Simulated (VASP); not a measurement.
# Ba (P6_3/mmc) in VASP: further runs

Ba is run at these levels: LDA; tasks: single point.

All numbers are computed with VASP 6.6.1; they aren't measurements. Logs are shortened: lines on timing, memory, paths and dates and some standing lists are left out, and cuts for length are marked.

### Step 1. The cell of the first run

It takes space group P6_3/mmc (No. 194, hexagonal). Conventional cell: a = 4.242 Å, b = 4.242 Å, c = 13.811 Å, α = 90.00°, β = 90.00°, γ = 120.00°. Ba (site symmetry -3m) has 12 Ba at 4.23 to 4.24 Å within 5.6 Å. Within 5.6 Å of Ba (site symmetry -6m2) lie 12 Ba at 4.23 to 4.24 Å.

This isn't the form of Ba at room conditions, which is bcc.

### Step 2. Single point, LDA (53.80 Å³/atom)

The input, INCAR:

```
ALGO = Normal
EDIFF = 1E-6
ENCUT = 520
ISIF = 2
ISMEAR = -1
LASPH = True
LCHARG = False
LREAL = False
LWAVE = False
NBANDS = 28
NELM = 100
PREC = Accurate
SIGMA = 0.1
```

The input, KPOINTS:

```
k-points
0
Gamma
  10 10 3
```

The input, POSCAR:

```
Ba
1.0
    4.2418358400      0.0000000000      0.0000000000
   -2.1209179200      3.6735375961      0.0000000000
    0.0000000000      0.0000000000     13.8112695043
Ba
4
Direct
    1.0000000000      1.0000000000      0.0000000000
    1.0000000000      0.0000000000      0.5000000000
    0.3333333333      0.6666666667      0.2500000000
    0.6666666667      0.3333333333      0.7500000000
```

Potentials or basis: VASP PAW LDA potentials, release 64 (Ba_sv).

Launch:

```console
> cat potpaw_LDA.64/Ba_sv/POTCAR > POTCAR
> mpirun -np 1 vasp_std > vasp.out
```

OUTCAR:

```text
EDIFF = 1E-6
   ENCUT = 520
   ISIF = 2
   ISMEAR = -1
   LASPH = True
   LREAL = False
   NELM = 100
   PREC = Accurate

 ion  position               nearest neighbor table
   1  0.000  0.000  0.000-   3 4.23   4 4.23   3 4.23   4 4.23   4 4.23   3 4.23
   2  0.000  0.000  0.500-   3 4.23   4 4.23   3 4.23   4 4.23   4 4.23   3 4.23
   3  0.333  0.667  0.250-   1 4.23   2 4.23   1 4.23   2 4.23   1 4.23   2 4.23
   4  0.667  0.333  0.750-   1 4.23   2 4.23   1 4.23   2 4.23   1 4.23   2 4.23

  LATTYP: Found a hexagonal cell.
 ALAT       =     4.2418358400
 C/A-ratio  =     3.2559651116

  Lattice vectors:

 A1 = (   4.2418358400,   0.0000000000,   0.0000000000)
 A2 = (  -2.1209179200,   3.6735375961,   0.0000000000)
 A3 = (   0.0000000000,   0.0000000000,  13.8112695043)

Analysis of symmetry for initial positions (statically):
=====================================================================
 Subroutine PRICEL returns:
 Original cell was already a primitive cell.

 Routine SETGRP: Setting up the symmetry group for a
 hexagonal supercell.

 Subroutine GETGRP returns: Found 24 space group operations
 (whereof 12 operations were pure point group operations)
 out of a pool of 24 trial point group operations.

The static configuration has the point symmetry D_3d.
 The point group associated with its full space group is D_6h.

Analysis of symmetry for dynamics (positions and initial velocities):
=====================================================================
 Subroutine PRICEL returns:
 Original cell was already a primitive cell.

 Routine SETGRP: Setting up the symmetry group for a
 hexagonal supercell.

 Subroutine GETGRP returns: Found 24 space group operations
 (whereof 12 operations were pure point group operations)
 out of a pool of 24 trial point group operations.

The dynamic configuration has the point symmetry D_3d.
 The point group associated with its full space group is D_6h.

 Subroutine INISYM returns: Found 24 space group operations
 (whereof 12 operations are pure point group operations),
 and found     1 'primitive' translations

----------------------------------------------------------------------------------------

                                     Primitive cell

  volume of cell :     215.2147

  direct lattice vectors                    reciprocal lattice vectors
     4.241835840  0.000000000  0.000000000     0.235746983  0.136108584  0.000000000
    -2.120917920  3.673537596  0.000000000     0.000000000  0.272217168  0.000000000
     0.000000000  0.000000000 13.811269504     0.000000000  0.000000000  0.072404640

  length of vectors
     4.241835840  4.241835840 13.811269504     0.272217168  0.272217168  0.072404640

  position of ions in fractional coordinates (direct lattice)
     0.000000000  0.000000000  0.000000000
     0.000000000  0.000000000  0.500000000
     0.333333333  0.666666667  0.250000000
     0.666666667  0.333333333  0.750000000

  ion indices of the primitive-cell ions
   primitive index   ion index
                 1           1
                 2           2
                 3           3
                 4           4

----------------------------------------------------------------------------------------

 KPOINTS: k-points

Automatic generation of k-mesh.
 Grid dimensions read from file:
 generate k-points for:   10   10    3

 Generating k-lattice:

  Cartesian coordinates                     Fractional coordinates (reciprocal lattice)
     0.023574698  0.013610858  0.000000000     0.100000000  0.000000000  0.000000000
     0.000000000  0.027221717  0.000000000     0.000000000  0.100000000  0.000000000
     0.000000000  0.000000000  0.024134880     0.000000000  0.000000000  0.333333333

  Length of vectors
     0.027221717  0.027221717  0.024134880

  Shift w.r.t. Gamma in fractional coordinates (k-lattice)
     0.000000000  0.000000000  0.000000000

 Subroutine IBZKPT returns following result:
 ===========================================

 Found     28 irreducible k-points:

 Following reciprocal coordinates:
            Coordinates               Weight
  0.000000  0.000000  0.000000      1.000000
  0.100000 -0.000000  0.000000      6.000000
  0.200000 -0.000000  0.000000      6.000000
  0.300000  0.000000  0.000000      6.000000
  0.400000 -0.000000  0.000000      6.000000
  0.500000 -0.000000  0.000000      3.000000
[... 16 lines left out ...]
  0.300000  0.100000  0.333333     24.000000
  0.400000  0.100000  0.333333     24.000000
 [... further k-points ...]
   k-points           NKPTS =     28   k-points in BZ     NKDIM =     28   number of bands    NBANDS=     28
   number of dos      NEDOS =    301   number of ions     NIONS =      4
   total plane-waves  NPLWV = 110592
   dimension x,y,z NGX =    32 NGY =   32 NGZ =  108
   dimension x,y,z NGXF=    64 NGYF=   64 NGZF=  216
   ions per type =               4
   NGX,Y,Z   is equivalent  to a cutoff of  12.54, 12.54, 13.00 a.u.
   NGXF,Y,Z  is equivalent  to a cutoff of  25.08, 25.08, 26.00 a.u.
 SYSTEM =  unknown system
   PREC   = accura    normal or accurate (medium, high low for compatibility)
   ISTART =      0    job   : 0-new  1-cont  2-samecut
   ICHARG =      2    charge: 1-file 2-atom 10-const
   ISPIN  =      1    spin polarized calculation?
   LNONCOLLINEAR =      F non collinear calculations
   LSORBIT =      F    spin-orbit coupling
   LASPH  =      T    aspherical Exc in radial PAW
   ENCUT  =  520.0 eV  38.22 Ry    6.18 a.u.   7.89  7.89 25.68*2*pi/ulx,y,z
   NELM   =    100;   NELMIN=  2; NELMDL= -5     # of ELM steps
   EDIFF  = 0.1E-05   stopping-criterion for ELM
   LREAL  =      F    real-space projection
   EDIFFG = 0.1E-04   stopping-criterion for IOM
   NSW    =      0    number of steps for IOM
   IBRION =     -1    ionic relax: 0-MD 1-quasi-New 2-CG
   NFREE  =      0    steps in history (QN), initial steepest desc. (CG)
   ISIF   =      2    stress and relaxation
   ISYM   =      2    0-nonsym 1-usesym 2-fastsym
   POTIM  = 0.5000    time-step for ionic-motion
   TEBEG  =    0.0;   TEEND  =   0.0 temperature during run
   PSTRESS=    0.0 pullay stress
   NELECT =      40.0000    total number of electrons
   NUPDOWN=      -1.0000    fix difference up-down
   EMIN   =  10.00;   EMAX   =-10.00  energy-range for DOS
   EFERMI =   0.00;   METHOD = LEGACY
   ISMEAR =    -1;   SIGMA  =   0.10  broadening in eV -4-tet -1-fermi 0-gaus
   EFERMI_NEDOS =   21; number of points for ismear=-14 and -15
   IALGO  =     38    algorithm
   IMIX   =      4    mixing-type and parameters
     AMIX     =   0.40;   BMIX     =  1.00
     AMIX_MAG =   1.60;   BMIX_MAG =  1.00
  volume/ion in A,a.u.               =      53.80       363.09
  Fermi-wavevector in a.u.,A,eV,Ry     =   0.934267  1.765508 11.875902  0.872854
  Thomas-Fermi vector in A             =   2.061054
   LORBIT       =      0    0 simple, 1 ext, 2 COOP (PROOUT), +10 PAW based schemes
   GGA     = CA    functional components
   LHFCALC =     F    Hartree Fock is set to
   AEXX    =    0.0000 exact exchange contribution
   IVDW    =     0    specifies the selected vdW correction
   LEPSILON=     F    determine dielectric tensor
   LRPA    =     F    only Hartree local field effects (RPA)
 non-spin polarized calculation
  energy-cutoff  :      520.00
  volume of cell :      215.21
 maximum number of plane-waves:      5818
 NGX is ok and might be reduce to    32
   NGX = 15   NGY = 15   NGZ = 51

 number of electron      39.9999998 magnetization

 Free energy of the ion-electron system (eV)
  ---------------------------------------------------
  ext. energy  EPLUGINS =         0.00000000
  ---------------------------------------------------
  free energy    TOTEN  =        -9.04994186 eV

  energy without entropy =       -8.83272496  energy(sigma->0) =       -8.94133341

 E-fermi :   2.0035     XC(G=0):  -8.1418

 val. band max:        1.9686183093   @ k =   0.2000   0.2000   0.3333
 cond. band min:       2.0257283439   @ k =   0.3000   0.2000   0.0000
 fundamental gap:      0.0571100346
 Fermi energy:         2.0034814297

 k-point     1 :       0.0000    0.0000    0.0000
  band No.  band energies     occupation
      1     -26.5683      2.00000
      2     -26.5330      2.00000
      3     -26.5213      2.00000
      4     -26.4854      2.00000
      5     -12.1844      2.00000
      6     -11.8212      2.00000
[... 20 lines left out ...]
     27       3.8083      0.00000
     28       3.9013      0.00000

 k-point     2 :       0.1000   -0.0000    0.0000
  band No.  band energies     occupation
      1     -26.5615      2.00000
      2     -26.5279      2.00000
      3     -26.5162      2.00000
      4     -26.4821      2.00000
      5     -12.1605      2.00000
      6     -11.8282      2.00000
[... 20 lines left out ...]
     27       3.9053      0.00000
     28       3.9406      0.00000

 k-point     3 :       0.2000   -0.0000    0.0000
  band No.  band energies     occupation
      1     -26.5433      2.00000
      2     -26.5146      2.00000
      3     -26.5030      2.00000
      4     -26.4739      2.00000
      5     -12.0941      2.00000
      6     -11.8751      2.00000
[... 20 lines left out ...]
     27       4.0071      0.00000
     28       4.1928      0.00000

 k-point     4 :       0.3000    0.0000    0.0000
  band No.  band energies     occupation
      1     -26.5194      2.00000
      2     -26.4981      2.00000
      3     -26.4865      2.00000
      4     -26.4650      2.00000
      5     -12.0278      2.00000
      6     -11.9965      2.00000
[... 20 lines left out ...]
     27       3.8636      0.00000
     28       3.9304      0.00000

 k-point     5 :       0.4000   -0.0000    0.0000
  band No.  band energies     occupation
      1     -26.4978      2.00000
      2     -26.4847      2.00000
      3     -26.4730      2.00000
      4     -26.4598      2.00000
      5     -12.1210      2.00000
      6     -12.1146      2.00000
[... 20 lines left out ...]
     27       3.8767      0.00000
     28       3.9556      0.00000

 k-point     6 :       0.5000   -0.0000    0.0000
  band No.  band energies     occupation
      1     -26.4883      2.00000
      2     -26.4795      2.00000
      3     -26.4679      2.00000
      4     -26.4590      2.00000
      5     -12.1704      2.00000
      6     -12.1585      2.00000
[... 463 lines left out ...]
      5     -12.0802      2.00000
      6     -11.9842      2.00000
[... 20 lines left out ...]
     27       3.9499      0.00000
     28       4.0430      0.00000

 k-point    22 :       0.2000    0.1000    0.3333
  band No.  band energies     occupation
      1     -26.5241      2.00000
      2     -26.5138      2.00000
      3     -26.4821      2.00000
      4     -26.4717      2.00000
      5     -12.0256      2.00000
      6     -11.9905      2.00000
[... 20 lines left out ...]
     27       3.7668      0.00000
     28       3.8661      0.00000

 k-point    23 :       0.3000    0.1000    0.3333
  band No.  band energies     occupation
      1     -26.5022      2.00000
      2     -26.4951      2.00000
      3     -26.4710      2.00000
      4     -26.4638      2.00000
      5     -12.0591      2.00000
      6     -12.0221      2.00000
[... 20 lines left out ...]
     27       3.6288      0.00000
     28       3.7703      0.00000

 k-point    24 :       0.4000    0.1000    0.3333
  band No.  band energies     occupation
      1     -26.4868      2.00000
      2     -26.4826      2.00000
      3     -26.4648      2.00000
      4     -26.4606      2.00000
      5     -12.1238      2.00000
      6     -12.1117      2.00000
[... 20 lines left out ...]
     27       3.7131      0.00000
     28       4.0005      0.00000

 [... further k-points ...]

------------------------ aborting loop because EDIFF is reached ----------------------------------------

  FORCE on cell =-STRESS in cart. coord.  units (eV):
  Direction    XX          YY          ZZ          XY          YZ          ZX
  --------------------------------------------------------------------------------------
  -------------------------------------------------------------------------------------
  Total        0.0964387      0.0964387      0.0978048      0.0000000      0.0000000     -0.0000000
  in kB        0.7179431      0.7179431      0.7281127      0.0000000      0.0000000     -0.0000000
  external PRESSURE =       0.7213330 kB  Pullay stress =       0.0000000 kB

 VOLUME and BASIS-vectors are now :
 -----------------------------------------------------------------------------
  energy-cutoff  :      520.00
  volume of cell :      215.21
      direct lattice vectors                 reciprocal lattice vectors
     4.241835840  0.000000000  0.000000000     0.235746983  0.136108584  0.000000000
    -2.120917920  3.673537596  0.000000000     0.000000000  0.272217168  0.000000000
     0.000000000  0.000000000 13.811269504     0.000000000  0.000000000  0.072404640

 POSITION                                       TOTAL-FORCE (eV/Angst)
 -----------------------------------------------------------------------------------
      0.00000      0.00000      0.00000         0.000000     -0.000000     -0.000000
      0.00000      0.00000      6.90563         0.000000     -0.000000     -0.000000
     -0.00000      2.44903      3.45282         0.000000     -0.000000      0.000000
      2.12092      1.22451     10.35845        -0.000000      0.000000     -0.000000
 -----------------------------------------------------------------------------------
    total drift:                                0.000000      0.000000     -0.000000

  FREE ENERGIE OF THE ION-ELECTRON SYSTEM (eV)
  ---------------------------------------------------
  free  energy   TOTEN  =        -9.0499418558 eV

  energy  without entropy=       -8.8327249574  energy(sigma->0) =       -8.94133341
```

Run time: 2.8 min. Hardware: 1 thread of Oxide Virtual Turin-like, shared host; peak memory 0.29 GiB.

Results:

- Free energy: -9.0499 eV
- Pressure: 0.1 GPa
- Band gap on the k mesh: zero (bands 20 and 21 overlap by 0.32 eV)

Levels at points of the mesh, in eV from the Fermi level:
| k point | band 17 | band 18 | band 19 | band 20 | band 21 | band 22 | band 23 | band 24 |
| --- | --- | --- | --- | --- | --- | --- | --- | --- |
| (0.00, 0.00, 0.00) | -2.83 | -1.73 | -1.72 | -1.05 | 1.11 | 1.15 | 1.69 | 1.74 |
| (0.50, 0.00, 0.00) | -1.03 | -1.00 | -0.62 | -0.39 | 0.09 | 0.18 | 0.35 | 1.03 |

Caveat: spin-orbit coupling is left out, which moves the levels of the heavy elements.

[end of part 1 of 2]

The gap in the log of VASP goes by the Fermi energy; the results here count the filled bands.